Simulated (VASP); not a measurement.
# Ta (Im-3m) in VASP: a series of runs

Runs on Ta. Level: PBE. Tasks: single point, relaxation of cell and atoms.

Program: VASP 6.6.1. These are calculated values, not measurements. Logs are shortened: lines on timing, memory, paths and dates and some standing lists are left out, and cuts for length are marked.

## Step 1: The cell of the first run

The structure is cubic, space group Im-3m (No. 229). Conventional cell: a = 3.322 Å, b = 3.322 Å, c = 3.322 Å, α = 90.00°, β = 90.00°, γ = 90.00°. Ta (site symmetry m-3m) has 14 Ta at 2.88 to 3.32 Å within 3.8 Å.

## Step 2: Single point, PBE

INCAR reads:

```
SYSTEM = Ta
PREC = Accurate
ENCUT = 520
EDIFF = 1E-6
ISMEAR = -1
SIGMA = 0.15
LREAL = .FALSE.
LASPH = .TRUE.
NELM = 60
ALGO = Normal
ISIF = 2
LWAVE = .FALSE.
LCHARG = .FALSE.
GGA = PE
NBANDS = 12
```

KPOINTS reads:

```
Automatic mesh
0
G
  20 20 20
  0 0 0
```

POSCAR reads:

```
Ta
1.0
   -1.6609138578      1.6609138578      1.6609138578
    1.6609138578     -1.6609138578      1.6609138578
    1.6609138578      1.6609138578     -1.6609138578
Ta
1
Direct
    0.0000000000      0.0000000000      0.0000000000
```

Potentials or basis: VASP PAW PBE potentials, release 64 (Ta_pv).

The run is started by

```sh
$ cat potpaw_PBE.64/Ta_pv/POTCAR > POTCAR
$ mpirun -np 1 vasp_std > vasp.out
```

OUTCAR:

```text
SYSTEM = Ta
   PREC = Accurate
   ENCUT = 520
   EDIFF = 1E-6
   ISMEAR = -1
   LREAL = .FALSE.
   LASPH = .TRUE.
   NELM = 60
   ISIF = 2
   GGA = PE

 ion  position               nearest neighbor table
   1  0.000  0.000  0.000-

  LATTYP: Found a body centered cubic cell.
 ALAT       =     3.3218277156

  Lattice vectors:

 A1 = (  -1.6609138578,   1.6609138578,   1.6609138578)
 A2 = (   1.6609138578,  -1.6609138578,   1.6609138578)
 A3 = (   1.6609138578,   1.6609138578,  -1.6609138578)

Analysis of symmetry for initial positions (statically):
=====================================================================
 Subroutine PRICEL returns:
 Original cell was already a primitive cell.

 Routine SETGRP: Setting up the symmetry group for a
 body centered cubic supercell.

 Subroutine GETGRP returns: Found 48 space group operations
 (whereof 48 operations were pure point group operations)
 out of a pool of 48 trial point group operations.

The static configuration has the point symmetry O_h .

Analysis of symmetry for dynamics (positions and initial velocities):
=====================================================================
 Subroutine PRICEL returns:
 Original cell was already a primitive cell.

 Routine SETGRP: Setting up the symmetry group for a
 body centered cubic supercell.

 Subroutine GETGRP returns: Found 48 space group operations
 (whereof 48 operations were pure point group operations)
 out of a pool of 48 trial point group operations.

The dynamic configuration has the point symmetry O_h .

 Subroutine INISYM returns: Found 48 space group operations
 (whereof 48 operations are pure point group operations),
 and found     1 'primitive' translations

----------------------------------------------------------------------------------------

                                     Primitive cell

  volume of cell :      18.3274

  direct lattice vectors                    reciprocal lattice vectors
    -1.660913858  1.660913858  1.660913858     0.000000000  0.301039092  0.301039092
     1.660913858 -1.660913858  1.660913858     0.301039092  0.000000000  0.301039092
     1.660913858  1.660913858 -1.660913858     0.301039092  0.301039092  0.000000000

  length of vectors
     2.876787189  2.876787189  2.876787189     0.425733567  0.425733567  0.425733567

  position of ions in fractional coordinates (direct lattice)
     0.000000000  0.000000000  0.000000000

  ion indices of the primitive-cell ions
   primitive index   ion index
                 1           1

----------------------------------------------------------------------------------------

 KPOINTS: Automatic mesh

Automatic generation of k-mesh.
 Grid dimensions read from file:
 generate k-points for:   20   20   20

 Generating k-lattice:

  Cartesian coordinates                     Fractional coordinates (reciprocal lattice)
     0.000000000  0.015051955  0.015051955     0.050000000  0.000000000  0.000000000
     0.015051955  0.000000000  0.015051955     0.000000000  0.050000000  0.000000000
     0.015051955  0.015051955  0.000000000     0.000000000  0.000000000  0.050000000

  Length of vectors
     0.021286678  0.021286678  0.021286678

  Shift w.r.t. Gamma in fractional coordinates (k-lattice)
     0.000000000  0.000000000  0.000000000

 Subroutine IBZKPT returns following result:
 ===========================================

 Found    256 irreducible k-points:

 Following reciprocal coordinates:
            Coordinates               Weight
  0.000000  0.000000  0.000000      1.000000
  0.050000  0.000000  0.000000     12.000000
  0.100000  0.000000  0.000000     12.000000
  0.150000  0.000000  0.000000     12.000000
  0.200000  0.000000  0.000000     12.000000
  0.250000  0.000000  0.000000     12.000000
[... 16 lines left out ...]
  0.200000  0.100000 -0.000000     48.000000
  0.250000  0.100000  0.000000     48.000000
 [... further k-points ...]
   k-points           NKPTS =    256   k-points in BZ     NKDIM =    256   number of bands    NBANDS=     12
   number of dos      NEDOS =    301   number of ions     NIONS =      1
   total plane-waves  NPLWV =  13824
   dimension x,y,z NGX =    24 NGY =   24 NGZ =   24
   dimension x,y,z NGXF=    48 NGYF=   48 NGZF=   48
   ions per type =               1
   NGX,Y,Z   is equivalent  to a cutoff of  13.87, 13.87, 13.87 a.u.
   NGXF,Y,Z  is equivalent  to a cutoff of  27.74, 27.74, 27.74 a.u.
 SYSTEM =  Ta
   PREC   = accura    normal or accurate (medium, high low for compatibility)
   ISTART =      0    job   : 0-new  1-cont  2-samecut
   ICHARG =      2    charge: 1-file 2-atom 10-const
   ISPIN  =      1    spin polarized calculation?
   LNONCOLLINEAR =      F non collinear calculations
   LSORBIT =      F    spin-orbit coupling
   LASPH  =      T    aspherical Exc in radial PAW
   ENCUT  =  520.0 eV  38.22 Ry    6.18 a.u.   5.35  5.35  5.35*2*pi/ulx,y,z
   NELM   =     60;   NELMIN=  2; NELMDL= -5     # of ELM steps
   EDIFF  = 0.1E-05   stopping-criterion for ELM
   LREAL  =      F    real-space projection
   EDIFFG = 0.1E-04   stopping-criterion for IOM
   NSW    =      0    number of steps for IOM
   IBRION =     -1    ionic relax: 0-MD 1-quasi-New 2-CG
   NFREE  =      0    steps in history (QN), initial steepest desc. (CG)
   ISIF   =      2    stress and relaxation
   ISYM   =      2    0-nonsym 1-usesym 2-fastsym
   POTIM  = 0.5000    time-step for ionic-motion
   TEBEG  =    0.0;   TEEND  =   0.0 temperature during run
   PSTRESS=    0.0 pullay stress
   NELECT =      11.0000    total number of electrons
   NUPDOWN=      -1.0000    fix difference up-down
   EMIN   =  10.00;   EMAX   =-10.00  energy-range for DOS
   EFERMI =   0.00;   METHOD = LEGACY
   ISMEAR =    -1;   SIGMA  =   0.15  broadening in eV -4-tet -1-fermi 0-gaus
   EFERMI_NEDOS =   21; number of points for ismear=-14 and -15
   IALGO  =     38    algorithm
   IMIX   =      4    mixing-type and parameters
     AMIX     =   0.40;   BMIX     =  1.00
     AMIX_MAG =   1.60;   BMIX_MAG =  1.00
  volume/ion in A,a.u.               =      18.33       123.68
  Fermi-wavevector in a.u.,A,eV,Ry     =   1.380931  2.609581 25.945905  1.906970
  Thomas-Fermi vector in A             =   2.505762
   LORBIT       =      0    0 simple, 1 ext, 2 COOP (PROOUT), +10 PAW based schemes
   GGA     = PE    functional components
   LHFCALC =     F    Hartree Fock is set to
   AEXX    =    0.0000 exact exchange contribution
   IVDW    =     0    specifies the selected vdW correction
   LEPSILON=     F    determine dielectric tensor
   LRPA    =     F    only Hartree local field effects (RPA)
 non-spin polarized calculation
  energy-cutoff  :      520.00
  volume of cell :       18.33
 maximum number of plane-waves:       531
 NGX is ok and might be reduce to    24
   NGX = 11   NGY = 11   NGZ = 11

 number of electron      11.0000000 magnetization

 Free energy of the ion-electron system (eV)
  ---------------------------------------------------
  ext. energy  EPLUGINS =         0.00000000
  ---------------------------------------------------
  free energy    TOTEN  =       -11.86193686 eV

  energy without entropy =      -11.76570738  energy(sigma->0) =      -11.81382212

 E-fermi :   5.3785     XC(G=0): -12.5290

 val. band max:        5.3711071521   @ k =  -0.3500   0.4000   0.1500
 cond. band min:       5.3852377831   @ k =  -0.4500   0.5000   0.1000
 fundamental gap:      0.0141306311
 Fermi energy:         5.3785331406

 k-point     1 :       0.0000    0.0000    0.0000
  band No.  band energies     occupation
      1     -27.7897      2.00000
      2     -27.7897      2.00000
      3     -27.7897      2.00000
      4      -2.5029      2.00000
      5       6.0826      0.01813
      6       6.0826      0.01813
      7       6.0826      0.01813
      8       9.2943      0.00000
      9       9.2943      0.00000
     10      19.9900      0.00000
     11      20.2746      0.00000
     12      20.2746      0.00000

 k-point     2 :       0.0500    0.0000    0.0000
  band No.  band energies     occupation
      1     -27.8192      2.00000
      2     -27.7988      2.00000
      3     -27.7899      2.00000
      4      -2.3930      2.00000
      5       6.0108      0.02910
      6       6.0631      0.02064
      7       6.1899      0.00891
      8       9.1751      0.00000
      9       9.2944      0.00000
     10      19.9901      0.00000
     11      20.3745      0.00000
     12      20.4678      0.00000

 k-point     3 :       0.1000    0.0000    0.0000
  band No.  band energies     occupation
      1     -27.9040      2.00000
      2     -27.8251      2.00000
      3     -27.7903      2.00000
      4      -2.0720      2.00000
      5       5.8098      0.10680
      6       5.9833      0.03486
      7       6.5088      0.00107
      8       8.9063      0.00000
      9       9.2996      0.00000
     10      19.9898      0.00000
     11      20.6349      0.00000
     12      21.0316      0.00000
[... 286 lines left out ...]
 k-point    23 :       0.2000    0.1000   -0.0000
  band No.  band energies     occupation
      1     -28.3988      2.00000
      2     -27.9756      2.00000
      3     -27.8299      2.00000
      4       0.0337      2.00000
      5       4.8025      1.95793
      6       5.0235      1.82856
      7       8.4005      0.00000
      8       9.0576      0.00000
      9       9.7691      0.00000
     10      19.9817      0.00000
     11      20.5670      0.00000
     12      21.8833      0.00000

 k-point    24 :       0.2500    0.1000    0.0000
  band No.  band energies     occupation
      1     -28.5465      2.00000
      2     -28.0394      2.00000
      3     -27.8326      2.00000
      4       0.6635      2.00000
      5       4.4940      1.99452
      6       4.9321      1.90299
      7       8.5991      0.00000
      8       9.8949      0.00000
      9      10.0874      0.00000
     10      19.4740      0.00000
     11      19.9940      0.00000
     12      20.8885      0.00000

 [... further k-points ...]
[... 5 lines left out ...]
  --------------------------------------------------------------------------------------
  -------------------------------------------------------------------------------------
  Total        0.0099512      0.0099512      0.0099512     -0.0000000      0.0000000     -0.0000000
  in kB        0.8699285      0.8699285      0.8699285     -0.0000000      0.0000000     -0.0000000
  external PRESSURE =       0.8699285 kB  Pullay stress =       0.0000000 kB

 VOLUME and BASIS-vectors are now :
 -----------------------------------------------------------------------------
  energy-cutoff  :      520.00
  volume of cell :       18.33
      direct lattice vectors                 reciprocal lattice vectors
    -1.660913858  1.660913858  1.660913858     0.000000000  0.301039092  0.301039092
     1.660913858 -1.660913858  1.660913858     0.301039092  0.000000000  0.301039092
     1.660913858  1.660913858 -1.660913858     0.301039092  0.301039092  0.000000000

 POSITION                                       TOTAL-FORCE (eV/Angst)
 -----------------------------------------------------------------------------------
      0.00000      0.00000      0.00000         0.000000      0.000000      0.000000
 -----------------------------------------------------------------------------------
    total drift:                                0.000000      0.000000     -0.000000

  FREE ENERGIE OF THE ION-ELECTRON SYSTEM (eV)
  ---------------------------------------------------
  free  energy   TOTEN  =       -11.8619368550 eV

  energy  without entropy=      -11.7657073800  energy(sigma->0) =      -11.81382212
```

Wall time 50 s (1 thread of Intel Xeon 8259CL, shared host); peak memory 0.18 GiB.

What came out:

* Free energy: -11.8619 eV
* Pressure: 0.1 GPa

Levels at points of the mesh, in eV from the Fermi level:
| k point | band 3 | band 4 | band 5 | band 6 | band 7 | band 8 | band 9 | band 10 |
| --- | --- | --- | --- | --- | --- | --- | --- | --- |
| (0.00, 0.00, 0.00) | -33.17 | -7.88 | 0.70 | 0.70 | 0.70 | 3.92 | 3.92 | 14.61 |
| (0.50, 0.00, 0.00) | -33.17 | -4.33 | -1.52 | 1.48 | 3.79 | 4.79 | 7.60 | 11.42 |
| (0.50, 0.50, 0.50) | -33.94 | -3.73 | -3.73 | 6.67 | 6.67 | 6.67 | 8.47 | 8.47 |

Caveat: spin-orbit coupling is left out, which moves the levels of the heavy elements.

## Step 3: Single point, PBE (volume scaled by 1.02)

INCAR reads:

```
PREC     = Accurate       # precision mode
ENCUT    = 520            # plane-wave cutoff, eV
EDIFF    = 1E-7           # SCF threshold, eV
ISMEAR   = -1             # smearing method
SIGMA    = 0.15           # smearing width, eV
LREAL    = F              # projectors in reciprocal space
LASPH    = T              # aspherical terms in the spheres
NELM     = 100            # most SCF steps
ALGO     = Normal         # electronic algorithm
ISIF     = 2              # what is computed and relaxed
LWAVE    = F              # write WAVECAR
LCHARG   = T              # write CHGCAR
GGA      = PE             # functional
LELF     = T              # ELF
LVHAR    = T            
NBANDS   = 12             # bands
```

KPOINTS reads:

```
Automatic mesh
0
Gamma
  20 20 20
```

POSCAR reads:

```
Ta
1.0
   -1.6719136079      1.6719136079      1.6719136079
    1.6719136079     -1.6719136079      1.6719136079
    1.6719136079      1.6719136079     -1.6719136079
Ta
1
Direct
    0.0000000000      0.0000000000      0.0000000000
```

Potentials or basis: VASP PAW PBE potentials, release 64 (Ta_pv).

The run is started by

```sh
$ cat potpaw_PBE.64/Ta_pv/POTCAR > POTCAR
$ mpirun -np 1 vasp_std > vasp.out
```

OUTCAR:

```text
PREC = Accurate
   ENCUT = 520
   EDIFF = 1E-7
   ISMEAR = -1
   LREAL = F
   LASPH = T
   NELM = 100
   ISIF = 2
   GGA = PE

 ion  position               nearest neighbor table
   1  0.000  0.000  0.000-

  LATTYP: Found a body centered cubic cell.
 ALAT       =     3.3438272158

  Lattice vectors:

 A1 = (  -1.6719136079,   1.6719136079,   1.6719136079)
 A2 = (   1.6719136079,  -1.6719136079,   1.6719136079)
 A3 = (   1.6719136079,   1.6719136079,  -1.6719136079)

Analysis of symmetry for initial positions (statically):
=====================================================================
 Subroutine PRICEL returns:
 Original cell was already a primitive cell.

 Routine SETGRP: Setting up the symmetry group for a
 body centered cubic supercell.

 Subroutine GETGRP returns: Found 48 space group operations
 (whereof 48 operations were pure point group operations)
 out of a pool of 48 trial point group operations.

The static configuration has the point symmetry O_h .

Analysis of symmetry for dynamics (positions and initial velocities):
=====================================================================
 Subroutine PRICEL returns:
[... 160 lines left out ...]
 Fermi energy:         5.2230925058

 k-point     1 :       0.0000    0.0000    0.0000
  band No.  band energies     occupation
      1     -28.0261      2.00000
      2     -28.0261      2.00000
      3     -28.0261      2.00000
      4      -2.5829      2.00000
      5       5.9232      0.01861
      6       5.9232      0.01861
      7       5.9232      0.01861
      8       9.0659      0.00000
      9       9.0659      0.00000
     10      19.7630      0.00000
     11      20.0243      0.00000
     12      20.0243      0.00000
[... 331 lines left out ...]
 k-point    24 :       0.2500    0.1000    0.0000
  band No.  band energies     occupation
      1     -28.7338      2.00000
      2     -28.2603      2.00000
      3     -28.0658      2.00000
      4       0.5398      2.00000
      5       4.3751      1.99301
      6       4.7863      1.89688
      7       8.3853      0.00000
      8       9.6424      0.00000
      9       9.8228      0.00000
     10      19.1211      0.00000
     11      19.7642      0.00000
     12      20.4703      0.00000

 [... further k-points ...]
[... 5 lines left out ...]
  --------------------------------------------------------------------------------------
  -------------------------------------------------------------------------------------
  Total       -0.4229983     -0.4229983     -0.4229983     -0.0000000      0.0000000      0.0000000
  in kB      -36.2533113    -36.2533113    -36.2533113     -0.0000000      0.0000000      0.0000000
  external PRESSURE =     -36.2533113 kB  Pullay stress =       0.0000000 kB

 VOLUME and BASIS-vectors are now :
 -----------------------------------------------------------------------------
  energy-cutoff  :      520.00
  volume of cell :       18.69
      direct lattice vectors                 reciprocal lattice vectors
    -1.671913608  1.671913608  1.671913608     0.000000000  0.299058515  0.299058515
     1.671913608 -1.671913608  1.671913608     0.299058515  0.000000000  0.299058515
     1.671913608  1.671913608 -1.671913608     0.299058515  0.299058515  0.000000000

 POSITION                                       TOTAL-FORCE (eV/Angst)
 -----------------------------------------------------------------------------------
      0.00000      0.00000      0.00000         0.000000     -0.000000      0.000000
 -----------------------------------------------------------------------------------
    total drift:                               -0.000000      0.000000      0.000000

  FREE ENERGIE OF THE ION-ELECTRON SYSTEM (eV)
  ---------------------------------------------------
  free  energy   TOTEN  =       -11.8579365348 eV

  energy  without entropy=      -11.7596904398  energy(sigma->0) =      -11.80881349
```

stdout:

```text
POSCAR found type information on POSCAR Ta
 POSCAR found :  1 types and       1 ions
 scaLAPACK will be used
 LDA part: xc-table for (Slater+PW92), standard interpolation
 POSCAR, INCAR and KPOINTS ok, starting setup
 FFT: planning ... GRIDC
 FFT: planning ... GRID_SOFT
 FFT: planning ... GRID
 WAVECAR not read
 entering main loop
```

It took 57 s on 1 thread of Intel Xeon 8259CL, shared host; peak memory 0.18 GiB.

Results:

```
Free energy : -11.8579 eV
Pressure    : -3.6 GPa
```

Caveat: the cell differs from its parent crystal (volume scaled by 1.02); spin-orbit coupling is left out, which moves the levels of the heavy elements.

## Step 4: Relaxation of cell and atoms, PBE, target pressure 18 GPa, at which the enthalpy is minimised

This run uses another cell than the first one, of 17.72 Å³/atom, 0.967 times its volume.

INCAR reads:

```
SYSTEM = Ta
PREC = Accurate
ENCUT = 600
EDIFF = 1E-6
ISMEAR = -1
SIGMA = 0.15
LREAL = .False.
LASPH = .True.
NELM = 100
ALGO = Normal
ISIF = 3
LWAVE = .False.
LCHARG = .False.
GGA = PE
IBRION = 2
NSW = 80
EDIFFG = -0.001
PSTRESS = 180.0
```

KPOINTS reads:

```
Automatic mesh
0
Gamma
  20 20 20
  0 0 0
```

POSCAR reads:

```
Ta
1.0
   -1.6422701385      1.6422701385      1.6422701385
    1.6422701385     -1.6422701385      1.6422701385
    1.6422701385      1.6422701385     -1.6422701385
Ta
1
Direct
    0.0000000000      0.0000000000      0.0000000000
```

The run is started by

```sh
$ cat potpaw_PBE.64/Ta_pv/POTCAR > POTCAR
$ mpirun -np 1 vasp_std > vasp.out
```

Run time: 2.3 min. Hardware: 1 thread of Intel Xeon 8259CL, shared host; peak memory 0.19 GiB.

Results (log left out):

- Free energy: -11.7883 eV
- Relaxed volume: 16.94 Å³/atom
- Relaxed cell: a = 2.802 Å, b = 2.802 Å, c = 2.802 Å, α = 109.47°, β = 109.47°, γ = 109.47°
- Space group after relaxing (to 0.05 Å): Im-3m (No. 229)
- Energy change on relaxing (the enthalpy is what falls): +60.3 meV/atom
- Ionic steps: 7
- Pressure after relaxing: 18.0 GPa

Step by step:
```tsv
step	energy change (eV)	largest force (eV/Å)	pressure (GPa)	volume (Å³)
1	0.0000	0.0000	7.16	17.72
2	0.5596	0.0000	61.67	14.82
3	0.0557	0.0000	17.36	16.98
4	0.0599	0.0000	17.93	16.94
5	0.0616	0.0000	18.15	16.93
6	0.0578	0.0000	17.68	16.96
7	0.0603	0.0000	18.00	16.94
```

Final structure:
```
Ta
1.0
    -1.61779    1.61779    1.61779
     1.61779   -1.61779    1.61779
     1.61779    1.61779   -1.61779
Ta
1
Direct
  0.00000 0.00000 0.00000
```

Levels at points of the mesh, in eV from the Fermi level:
```
           k point  band 4  band 5  band 6  band 7  band 8  band 9
(0.00, 0.00, 0.00)   -8.18    0.71    0.71    0.71    4.20    4.20
(0.50, 0.00, 0.00)   -4.69   -1.76    1.87    4.13    5.23    8.40
(0.50, 0.50, 0.50)   -4.21   -4.21    7.33    7.33    7.33    9.22
```

Caveat: the cell is relaxed towards a set pressure, so the enthalpy falls and the energy may rise; spin-orbit coupling is left out, which moves the levels of the heavy elements.

(Part 1 of 2 ends here.)
